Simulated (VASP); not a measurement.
InGa3As4: density of states with PBE

The system is InGa3As4.

```
In Ga As
1.0
     5.85778    0.00000    0.00000
     0.00000    5.85778    0.00000
     0.00000    0.00000    5.85778
In Ga As
1 3 4
Direct
  0.00000 0.00000 0.00000
  0.50000 0.00000 0.50000
  0.50000 0.50000 0.00000
  0.00000 0.50000 0.50000
  0.25937 0.74063 0.74063
  0.25937 0.25937 0.25937
  0.74063 0.74063 0.25937
  0.74063 0.25937 0.74063
```

| Quantity | Value |
| --- | --- |
| Program | VASP 6.6.1 |
| Task | density of states |
| Functional | PBE |
| Potentials or basis | VASP PAW PBE potentials, release 64 (In_d, Ga_d, As) |
| Cutoff | 520 eV |
| k mesh | 6 × 6 × 6 |
| Occupations | gaussian, width 0.1 eV |
| Spin | no spin polarisation |
| Dipole correction | no |
| k mesh for the DOS | 9 × 9 × 9 |
| Occupations for the DOS | tetrahedron |
| Further INCAR settings | ALGO = Normal; EDIFF = 1e-06 |

```
Valence electrons inside the program's atomic spheres : In 11.47; Ga 11.59; As 2.79
```

Levels at points of the mesh, in eV from the Fermi level:
```tsv
k point	band 33	band 34	band 35	band 36	band 37	band 38	band 39	band 40
(0.00, 0.00, 0.00)	-2.35	-0.14	0.00	0.00	0.00	1.59	1.59	1.59
```

It took 14 min on 1 thread of AMD EPYC 7R13 (shared host), peak memory 0.45 GiB.

Caveat: spin-orbit coupling is left out, which moves the levels of the heavy elements.
